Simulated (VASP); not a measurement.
# LiCl (P6_3/mmc) in VASP: a series of runs

The runs below take LiCl through single point, with PBE.

Program: VASP 6.6.1. These are calculated values, not measurements. Logs are shortened: lines on timing, memory, paths and dates and some standing lists are left out, and cuts for length are marked.

**1. The cell of the first run**

The structure is hexagonal, space group P6_3/mmc (No. 194). Conventional cell: a = 4.102 Å, b = 4.102 Å, c = 5.179 Å, α = 90.00°, β = 90.00°, γ = 120.00°. Within 3.1 Å of Li (site symmetry -6m2) lie 5 Cl at 2.37 to 2.59 Å. Cl (site symmetry -6m2) has 5 Li at 2.37 to 2.59 Å within 3.1 Å.

**2. Single point, PBE (18.87 Å³/atom)**

INCAR

```
  PREC = Accurate
  ENCUT = 520
  EDIFF = 1E-6
  ISMEAR = 0
  SIGMA = 0.01
  LREAL = F
  LASPH = T
  NELM = 100
  ALGO = Normal
  ISIF = 2
  LWAVE = F
  LCHARG = T
  GGA = PE
  LELF = T
  LVHAR = T
  NBANDS = 18
```

KPOINTS

```
regular mesh
0
Gamma
  6 6 4
```

POSCAR

```
LiCl
1.0
    4.1021066762      0.0000000000      0.0000000000
   -2.0510533381      3.5525285906      0.0000000000
    0.0000000000      0.0000000000      5.1791092929
Li Cl
2 2
Direct
    0.3333333333      0.6666666667      0.2500000000
    0.6666666667      0.3333333333      0.7500000000
    0.6666666667      0.3333333333      0.2500000000
    0.3333333333      0.6666666667      0.7500000000
```

Potentials or basis: VASP PAW PBE potentials, release 64 (Li_sv, Cl).

The run is started by

```sh
$ cat potpaw_PBE.64/Li_sv/POTCAR potpaw_PBE.64/Cl/POTCAR > POTCAR
$ mpirun -np 1 vasp_std > vasp.out
```

OUTCAR:

```text
PREC = Accurate
   ENCUT = 520
   EDIFF = 1E-6
   ISMEAR = 0
   LREAL = F
   LASPH = T
   NELM = 100
   ISIF = 2
   GGA = PE

 ion  position               nearest neighbor table
   1  0.333  0.667  0.250-   3 2.37   3 2.37   3 2.37   4 2.59   4 2.59
   2  0.667  0.333  0.750-   4 2.37   4 2.37   4 2.37   3 2.59   3 2.59
   3  0.667  0.333  0.250-   1 2.37   1 2.37   1 2.37   2 2.59   2 2.59
   4  0.333  0.667  0.750-   2 2.37   2 2.37   2 2.37   1 2.59   1 2.59

  LATTYP: Found a hexagonal cell.
 ALAT       =     4.1021066762
 C/A-ratio  =     1.2625486614

  Lattice vectors:

 A1 = (   4.1021066762,   0.0000000000,   0.0000000000)
 A2 = (  -2.0510533381,   3.5525285906,   0.0000000000)
 A3 = (   0.0000000000,   0.0000000000,   5.1791092929)

Analysis of symmetry for initial positions (statically):
=====================================================================
 Subroutine PRICEL returns:
 Original cell was already a primitive cell.

 Routine SETGRP: Setting up the symmetry group for a
 hexagonal supercell.

 Subroutine GETGRP returns: Found 24 space group operations
 (whereof 12 operations were pure point group operations)
 out of a pool of 24 trial point group operations.

The static configuration has the point symmetry D_3d.
 The point group associated with its full space group is D_6h.

Analysis of symmetry for dynamics (positions and initial velocities):
=====================================================================
 Subroutine PRICEL returns:
 Original cell was already a primitive cell.

 Routine SETGRP: Setting up the symmetry group for a
 hexagonal supercell.

 Subroutine GETGRP returns: Found 24 space group operations
 (whereof 12 operations were pure point group operations)
 out of a pool of 24 trial point group operations.

The dynamic configuration has the point symmetry D_3d.
 The point group associated with its full space group is D_6h.

 Subroutine INISYM returns: Found 24 space group operations
 (whereof 12 operations are pure point group operations),
 and found     1 'primitive' translations

----------------------------------------------------------------------------------------

                                     Primitive cell

  volume of cell :      75.4744

  direct lattice vectors                    reciprocal lattice vectors
     4.102106676  0.000000000  0.000000000     0.243777181  0.140744821  0.000000000
    -2.051053338  3.552528591  0.000000000     0.000000000  0.281489642  0.000000000
     0.000000000  0.000000000  5.179109293     0.000000000  0.000000000  0.193083394

  length of vectors
     4.102106676  4.102106676  5.179109293     0.281489642  0.281489642  0.193083394

  position of ions in fractional coordinates (direct lattice)
     0.333333333  0.666666667  0.250000000
     0.666666667  0.333333333  0.750000000
     0.666666667  0.333333333  0.250000000
     0.333333333  0.666666667  0.750000000

  ion indices of the primitive-cell ions
   primitive index   ion index
                 1           1
                 2           2
                 3           3
                 4           4

----------------------------------------------------------------------------------------

 KPOINTS: regular mesh

Automatic generation of k-mesh.
 Grid dimensions read from file:
 generate k-points for:    6    6    4

 Generating k-lattice:

  Cartesian coordinates                     Fractional coordinates (reciprocal lattice)
     0.040629530  0.023457470  0.000000000     0.166666667  0.000000000  0.000000000
     0.000000000  0.046914940  0.000000000     0.000000000  0.166666667  0.000000000
     0.000000000  0.000000000  0.048270848     0.000000000  0.000000000  0.250000000

  Length of vectors
     0.046914940  0.046914940  0.048270848

  Shift w.r.t. Gamma in fractional coordinates (k-lattice)
     0.000000000  0.000000000  0.000000000

 Subroutine IBZKPT returns following result:
 ===========================================

 Found     21 irreducible k-points:

 Following reciprocal coordinates:
            Coordinates               Weight
  0.000000  0.000000  0.000000      1.000000
  0.166667  0.000000  0.000000      6.000000
  0.333333  0.000000  0.000000      6.000000
  0.500000  0.000000  0.000000      3.000000
  0.166667  0.166667  0.000000      6.000000
  0.333333  0.166667  0.000000     12.000000
[... 13 lines left out ...]
  0.333333  0.166667  0.500000     12.000000
  0.333333  0.333333  0.500000      2.000000
   k-points           NKPTS =     21   k-points in BZ     NKDIM =     21   number of bands    NBANDS=     18
   number of dos      NEDOS =    301   number of ions     NIONS =      4
   total plane-waves  NPLWV =  40960
   dimension x,y,z NGX =    32 NGY =   32 NGZ =   40
   dimension x,y,z NGXF=    64 NGYF=   64 NGZF=   80
   ions per type =               2   2
   NGX,Y,Z   is equivalent  to a cutoff of  12.97, 12.97, 12.84 a.u.
   NGXF,Y,Z  is equivalent  to a cutoff of  25.94, 25.94, 25.68 a.u.
 SYSTEM =  unknown system
   PREC   = accura    normal or accurate (medium, high low for compatibility)
   ISTART =      0    job   : 0-new  1-cont  2-samecut
   ICHARG =      2    charge: 1-file 2-atom 10-const
   ISPIN  =      1    spin polarized calculation?
   LNONCOLLINEAR =      F non collinear calculations
   LSORBIT =      F    spin-orbit coupling
   LASPH  =      T    aspherical Exc in radial PAW
   ENCUT  =  520.0 eV  38.22 Ry    6.18 a.u.   7.63  7.63  9.63*2*pi/ulx,y,z
   NELM   =    100;   NELMIN=  2; NELMDL= -5     # of ELM steps
   EDIFF  = 0.1E-05   stopping-criterion for ELM
   LREAL  =      F    real-space projection
   EDIFFG = 0.1E-04   stopping-criterion for IOM
   NSW    =      0    number of steps for IOM
   IBRION =     -1    ionic relax: 0-MD 1-quasi-New 2-CG
   NFREE  =      0    steps in history (QN), initial steepest desc. (CG)
   ISIF   =      2    stress and relaxation
   ISYM   =      2    0-nonsym 1-usesym 2-fastsym
   POTIM  = 0.5000    time-step for ionic-motion
   TEBEG  =    0.0;   TEEND  =   0.0 temperature during run
   PSTRESS=    0.0 pullay stress
   NELECT =      20.0000    total number of electrons
   NUPDOWN=      -1.0000    fix difference up-down
   EMIN   =  10.00;   EMAX   =-10.00  energy-range for DOS
   EFERMI =   0.00;   METHOD = LEGACY
   ISMEAR =     0;   SIGMA  =   0.01  broadening in eV -4-tet -1-fermi 0-gaus
   EFERMI_NEDOS =   21; number of points for ismear=-14 and -15
   IALGO  =     38    algorithm
   IMIX   =      4    mixing-type and parameters
     AMIX     =   0.40;   BMIX     =  1.00
     AMIX_MAG =   1.60;   BMIX_MAG =  1.00
  volume/ion in A,a.u.               =      18.87       127.33
  Fermi-wavevector in a.u.,A,eV,Ry     =   1.051522  1.987088 15.043937  1.105698
  Thomas-Fermi vector in A             =   2.186568
   LORBIT       =      0    0 simple, 1 ext, 2 COOP (PROOUT), +10 PAW based schemes
   GGA     = PE    functional components
   LHFCALC =     F    Hartree Fock is set to
   AEXX    =    0.0000 exact exchange contribution
   IVDW    =     0    specifies the selected vdW correction
   LEPSILON=     F    determine dielectric tensor
   LRPA    =     F    only Hartree local field effects (RPA)
 non-spin polarized calculation
 Gauss-broadening in eV      SIGMA  =   0.01
  energy-cutoff  :      520.00
  volume of cell :       75.47
 maximum number of plane-waves:      2065
 NGX is ok and might be reduce to    32
   NGX = 15   NGY = 15   NGZ = 19

 number of electron      20.0000006 magnetization

 Free energy of the ion-electron system (eV)
  ---------------------------------------------------
  ext. energy  EPLUGINS =         0.00000000
  ---------------------------------------------------
  free energy    TOTEN  =       -14.76228042 eV

  energy without entropy =      -14.76228042  energy(sigma->0) =      -14.76228042

 E-fermi :  -0.0004     XC(G=0):  -8.0603

 val. band max:       -0.0705191898   @ k =   0.0000   0.0000   0.0000
 cond. band min:       5.7074588944   @ k =   0.0000   0.0000   0.0000
 fundamental gap:      5.7779780842
 Fermi energy:        -0.0003709601

 k-point     1 :       0.0000    0.0000    0.0000
  band No.  band energies     occupation
      1     -43.5391      2.00000
      2     -43.5346      2.00000
      3     -13.5551      2.00000
      4     -12.7571      2.00000
      5      -3.0443      2.00000
      6      -1.5322      2.00000
[... 10 lines left out ...]
     17      11.8059      0.00000
     18      11.8310      0.00000

 k-point     2 :       0.1667    0.0000    0.0000
  band No.  band energies     occupation
      1     -43.5386      2.00000
      2     -43.5347      2.00000
      3     -13.4917      2.00000
      4     -12.7859      2.00000
      5      -2.8773      2.00000
      6      -1.7618      2.00000
[... 10 lines left out ...]
     17      10.6808      0.00000
     18      11.2580      0.00000

 k-point     3 :       0.3333    0.0000    0.0000
  band No.  band energies     occupation
      1     -43.5376      2.00000
      2     -43.5351      2.00000
      3     -13.3337      2.00000
      4     -12.8732      2.00000
      5      -2.4340      2.00000
      6      -2.2457      2.00000
[... 10 lines left out ...]
     17      10.9883      0.00000
     18      11.7218      0.00000

 k-point     4 :       0.5000    0.0000    0.0000
  band No.  band energies     occupation
      1     -43.5370      2.00000
      2     -43.5354      2.00000
      3     -13.2127      2.00000
      4     -12.9582      2.00000
      5      -2.4848      2.00000
      6      -2.0797      2.00000
[... 10 lines left out ...]
     17      11.7820      0.00000
     18      13.1089      0.00000

 k-point     5 :       0.1667    0.1667    0.0000
  band No.  band energies     occupation
      1     -43.5379      2.00000
      2     -43.5349      2.00000
      3     -13.3796      2.00000
      4     -12.8450      2.00000
      5      -2.5675      2.00000
      6      -2.1704      2.00000
[... 10 lines left out ...]
     17      10.7861      0.00000
     18      11.6759      0.00000

 k-point     6 :       0.3333    0.1667    0.0000
  band No.  band energies     occupation
      1     -43.5370      2.00000
      2     -43.5355      2.00000
      3     -13.2166      2.00000
      4     -12.9536      2.00000
      5      -2.6130      2.00000
      6      -2.0735      2.00000
[... 10 lines left out ...]
     17      11.6030      0.00000
     18      12.4047      0.00000

 k-point     7 :       0.3333    0.3333    0.0000
  band No.  band energies     occupation
      1     -43.5361      2.00000
      2     -43.5361      2.00000
      3     -13.0756      2.00000
      4     -13.0756      2.00000
      5      -2.8175      2.00000
      6      -1.6433      2.00000
[... 10 lines left out ...]
     17      11.0696      0.00000
     18      11.0696      0.00000

 k-point     8 :       0.0000    0.0000    0.2500
  band No.  band energies     occupation
      1     -43.5383      2.00000
      2     -43.5352      2.00000
      3     -13.4553      2.00000
      4     -12.8945      2.00000
      5      -2.6317      2.00000
      6      -1.4168      2.00000
[... 10 lines left out ...]
     17      10.7105      0.00000
     18      11.1112      0.00000
[... 166 lines left out ...]
     17       9.8792      0.00000
     18       9.8792      0.00000

 k-point    17 :       0.3333    0.0000    0.5000
  band No.  band energies     occupation
      1     -43.5363      2.00000
      2     -43.5363      2.00000
      3     -13.1183      2.00000
      4     -13.1183      2.00000
      5      -2.5130      2.00000
      6      -2.5130      2.00000
[... 10 lines left out ...]
     17      11.2632      0.00000
     18      11.2632      0.00000

 k-point    18 :       0.5000    0.0000    0.5000
  band No.  band energies     occupation
      1     -43.5362      2.00000
      2     -43.5362      2.00000
      3     -13.0925      2.00000
      4     -13.0925      2.00000
      5      -2.7208      2.00000
      6      -2.7208      2.00000
[... 10 lines left out ...]
     17      12.1424      0.00000
     18      12.1424      0.00000

 k-point    19 :       0.1667    0.1667    0.5000
  band No.  band energies     occupation
      1     -43.5364      2.00000
      2     -43.5364      2.00000
      3     -13.1310      2.00000
      4     -13.1310      2.00000
      5      -2.3594      2.00000
      6      -2.3594      2.00000
[... 10 lines left out ...]
     17      11.0307      0.00000
     18      11.0307      0.00000

 k-point    20 :       0.3333    0.1667    0.5000
  band No.  band energies     occupation
      1     -43.5362      2.00000
      2     -43.5362      2.00000
      3     -13.0925      2.00000
      4     -13.0925      2.00000
      5      -2.6105      2.00000
      6      -2.6105      2.00000
[... 10 lines left out ...]
     17      12.0512      0.00000
     18      12.0512      0.00000

 k-point    21 :       0.3333    0.3333    0.5000
  band No.  band energies     occupation
      1     -43.5361      2.00000
      2     -43.5361      2.00000
      3     -13.0794      2.00000
      4     -13.0794      2.00000
      5      -2.5346      2.00000
      6      -2.5346      2.00000
[... 10 lines left out ...]
     17      12.0062      0.00000
     18      12.0076      0.00000

------------------------ aborting loop because EDIFF is reached ----------------------------------------

  FORCE on cell =-STRESS in cart. coord.  units (eV):
  Direction    XX          YY          ZZ          XY          YZ          ZX
  --------------------------------------------------------------------------------------
  -------------------------------------------------------------------------------------
  Total        0.8517750      0.8517750      0.7636063      0.0000000     -0.0000000      0.0000000
  in kB       18.0815596     18.0815596     16.2099060      0.0000000     -0.0000000      0.0000000
  external PRESSURE =      17.4576751 kB  Pullay stress =       0.0000000 kB

 VOLUME and BASIS-vectors are now :
 -----------------------------------------------------------------------------
  energy-cutoff  :      520.00
  volume of cell :       75.47
      direct lattice vectors                 reciprocal lattice vectors
     4.102106676  0.000000000  0.000000000     0.243777181  0.140744821  0.000000000
    -2.051053338  3.552528591  0.000000000     0.000000000  0.281489642  0.000000000
     0.000000000  0.000000000  5.179109293     0.000000000  0.000000000  0.193083394

 POSITION                                       TOTAL-FORCE (eV/Angst)
 -----------------------------------------------------------------------------------
     -0.00000      2.36835      1.29478         0.000000      0.000000      0.000000
      2.05105      1.18418      3.88433        -0.000000     -0.000000      0.000000
      2.05105      1.18418      1.29478         0.000000      0.000000      0.000000
     -0.00000      2.36835      3.88433        -0.000000      0.000000      0.000000
 -----------------------------------------------------------------------------------
    total drift:                               -0.000000      0.000000     -0.000000

  FREE ENERGIE OF THE ION-ELECTRON SYSTEM (eV)
  ---------------------------------------------------
  free  energy   TOTEN  =       -14.7622804180 eV

  energy  without entropy=      -14.7622804180  energy(sigma->0) =      -14.76228042
```

Run time: 40 s. Hardware: 1 thread of Intel Xeon 8259CL, shared host; peak memory 0.19 GiB.

What came out:

| Quantity | Value |
| --- | --- |
| Free energy | -14.7623 eV |
| Band gap on the k mesh | 5.78 eV |

Levels at points of the mesh, in eV from the valence-band top:
```
           k point  band 8  band 9  band 10  band 11  band 12  band 13
(0.00, 0.00, 0.00)   -0.64   -0.64     0.00     5.78     8.09     8.79
(0.50, 0.00, 0.00)   -1.50   -1.06    -0.70     7.30     8.63     8.89
(0.00, 0.00, 0.50)   -1.06   -1.06    -1.06     7.74     7.74     8.81
(0.50, 0.00, 0.50)   -1.42   -0.54    -0.54     7.26     7.26     9.25
```

Caveat: the cutoff is under 1.25 times the usual one of these potentials, so pressure, stress and relaxed cells hold a basis-set (Pulay) error.

**3. Single point, PBE (19.47 Å³/atom)**

This run uses another cell than the first one, of 19.47 Å³/atom.

INCAR

```
ALGO = Normal
EDIFF = 1E-6
ENCUT = 520
GGA = PE
ISIF = 2
ISMEAR = 0
LASPH = True
LCHARG = False
LREAL = False
LWAVE = False
NBANDS = 18
NELM = 100
PREC = Accurate
SIGMA = 0.01
```

KPOINTS

```
k-points
0
Gamma
  6 6 4
```

POSCAR

```
LiCl
1.0
    4.1452899198      0.0000000000      0.0000000000
   -2.0726449599      3.5899263766      0.0000000000
    0.0000000000      0.0000000000      5.2336302394
Li Cl
2 2
Direct
    0.3333333333      0.6666666667      0.2500000000
    0.6666666667      0.3333333333      0.7500000000
    0.6666666667      0.3333333333      0.2500000000
    0.3333333333      0.6666666667      0.7500000000
```

Potentials or basis: VASP PAW PBE potentials, release 64 (Li_sv, Cl).

The run is started by

```sh
$ cat potpaw_PBE.64/Li_sv/POTCAR potpaw_PBE.64/Cl/POTCAR > POTCAR
$ mpirun -np 1 vasp_std > vasp.out
```

OUTCAR:

```text
EDIFF = 1E-6
   ENCUT = 520
   GGA = PE
   ISIF = 2
   ISMEAR = 0
   LASPH = True
   LREAL = False
   NELM = 100
   PREC = Accurate

 ion  position               nearest neighbor table
   1  0.333  0.667  0.250-   3 2.39   3 2.39   3 2.39   4 2.62   4 2.62
   2  0.667  0.333  0.750-   4 2.39   4 2.39   4 2.39   3 2.62   3 2.62
   3  0.667  0.333  0.250-   1 2.39   1 2.39   1 2.39   2 2.62   2 2.62
   4  0.333  0.667  0.750-   2 2.39   2 2.39   2 2.39   1 2.62   1 2.62

[... 636 lines left out ...]

  FORCE on cell =-STRESS in cart. coord.  units (eV):
  Direction    XX          YY          ZZ          XY          YZ          ZX
  --------------------------------------------------------------------------------------
  -------------------------------------------------------------------------------------
  Total        0.3823872      0.3823872      0.3383469      0.0000000     -0.0000000      0.0000000
  in kB        7.8662988      7.8662988      6.9603209      0.0000000     -0.0000000      0.0000000
  external PRESSURE =       7.5643062 kB  Pullay stress =       0.0000000 kB

 VOLUME and BASIS-vectors are now :
 -----------------------------------------------------------------------------
  energy-cutoff  :      520.00
  volume of cell :       77.88
      direct lattice vectors                 reciprocal lattice vectors
     4.145289920  0.000000000  0.000000000     0.241237650  0.139278622  0.000000000
    -2.072644960  3.589926377  0.000000000     0.000000000  0.278557245  0.000000000
     0.000000000  0.000000000  5.233630239     0.000000000  0.000000000  0.191071962

 POSITION                                       TOTAL-FORCE (eV/Angst)
 -----------------------------------------------------------------------------------
     -0.00000      2.39328      1.30841        -0.000000     -0.000000      0.000000
      2.07264      1.19664      3.92522         0.000000      0.000000      0.000000
      2.07264      1.19664      1.30841         0.000000      0.000000      0.000000
     -0.00000      2.39328      3.92522         0.000000      0.000000      0.000000
 -----------------------------------------------------------------------------------
    total drift:                               -0.000000      0.000000      0.000000

  FREE ENERGIE OF THE ION-ELECTRON SYSTEM (eV)
  ---------------------------------------------------
  free  energy   TOTEN  =       -14.7823735572 eV

  energy  without entropy=      -14.7823735572  energy(sigma->0) =      -14.78237356
```

stdout:

```text
POSCAR found type information on POSCAR LiCl
 POSCAR found :  2 types and       4 ions
 scaLAPACK will be used
 LDA part: xc-table for (Slater+PW92), standard interpolation
 POSCAR, INCAR and KPOINTS ok, starting setup
 FFT: planning ... GRIDC
 FFT: planning ... GRID_SOFT
 FFT: planning ... GRID
 WAVECAR not read
 entering main loop
```

Wall time 32 s (1 thread of Intel Xeon 8259CL, shared host); peak memory 0.19 GiB.

Results:

```yaml
Free_energy: -14.7824 eV
Band_gap_on_the_k_mesh: 5.68 eV
```

Caveat: the cutoff is under 1.25 times the usual one of these potentials, so pressure, stress and relaxed cells hold a basis-set (Pulay) error.

[end of part 1 of 2]
